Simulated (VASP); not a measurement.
## Cr: single point with PBEsol

Cr:

```xyz
2
Lattice="2.4556 0.0000 0.0000 -1.2278 2.1266 0.0000 0.0000 0.0000 4.3980" Properties=species:S:1:pos:R:3 pbc="T T T"
Cr    0.0000    1.4177    1.0995
Cr    1.2278    0.7089    3.2985
```

This isn't the form of Cr at room conditions, which is bcc.

```
Program                : VASP 6.6.1
Task                   : single point
Functional             : PBEsol
Potentials or basis    : VASP PAW PBE potentials, release 64 (Cr_pv)
Cutoff                 : 520 eV
k mesh                 : 18 × 18 × 10
Occupations            : gaussian, width 0.1 eV
Spin                   : no spin polarisation
Dipole correction      : no
Further INCAR settings : ALGO = Normal; EDIFF = 1e-07; NBANDS = 19
```

The pressure is -0.5 GPa and the band gap on the k mesh is zero (bands 12 and 13 overlap by 1.33 eV).

Stress tensor (GPa, compression positive):
```
-0.53  0.00  0.00
 0.00 -0.53  0.00
 0.00  0.00 -0.36
```

Levels at points of the mesh, in eV from the Fermi level:
```csv
k point,band 8,band 9,band 10,band 11,band 12,band 13,band 14,band 15,band 16,band 17
"(0.00, 0.00, 0.00)",-4.20,-1.28,-0.38,-0.38,-0.22,-0.03,-0.03,1.11,1.11,2.28
"(0.50, 0.00, 0.00)",-3.59,-3.59,-1.01,-0.57,-0.29,-0.18,2.40,2.98,3.11,4.31
"(0.00, 0.00, 0.50)",-5.72,-1.68,-1.68,-0.35,-0.35,-0.35,-0.35,1.87,1.87,1.87
"(0.50, 0.00, 0.50)",-4.10,-2.60,-2.60,0.96,0.96,1.37,1.37,3.05,3.05,3.62
```

Wall time 2.2 min on 1 thread of Intel Xeon 8259CL (shared host), peak memory 0.19 GiB.

Caveat: the PAW data sets were made with another functional, which shifts forces and pressure a little; the run has no spin polarisation, though such a crystal can be magnetic. Spin polarisation is off, so any magnetic state and its effect on volume and gap are missing.
